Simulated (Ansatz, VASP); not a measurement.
One calculation of Ag, two programs

```
Ag
1.0
     2.82728    0.00000    0.00000
    -1.41364    2.44850    0.00000
     0.00000    0.00000    9.79586
Ag
4
Cartesian
  0.0000 1.6323 2.4490
  1.4136 0.8162 7.3469
  0.0000 0.0000 0.0000
  0.0000 0.0000 4.8979
```

Change from the starting cell: volume scaled by 0.94.

Alike in both runs: task single point; functional LDA; k mesh 14 × 14 × 4; occupations fermi-dirac, width 0.08 eV; no spin polarisation.

```csv
,VASP,Ansatz
version,VASP 6.6.1,Ansatz 0.2.0
potentials or method,"VASP PAW LDA potentials, release 64 (Ag), cutoff 520 eV","all-electron LAPW, scalar-relativistic"
```

Ansatz gave:

```
pressure (GPa)                                                : -6.1
traceless stress, the component that is largest in VASP (GPa) : -3.59
```

Question: Which values does VASP return?

Answer: Pressure (GPa): -5.9; traceless stress, the component that is largest in VASP (GPa): -3.63.

LDA's correlation is that of Perdew and Zunger in VASP and of Perdew and Wang (1992) in Ansatz. Ansatz ran all-electron here, and VASP with PAW potentials.
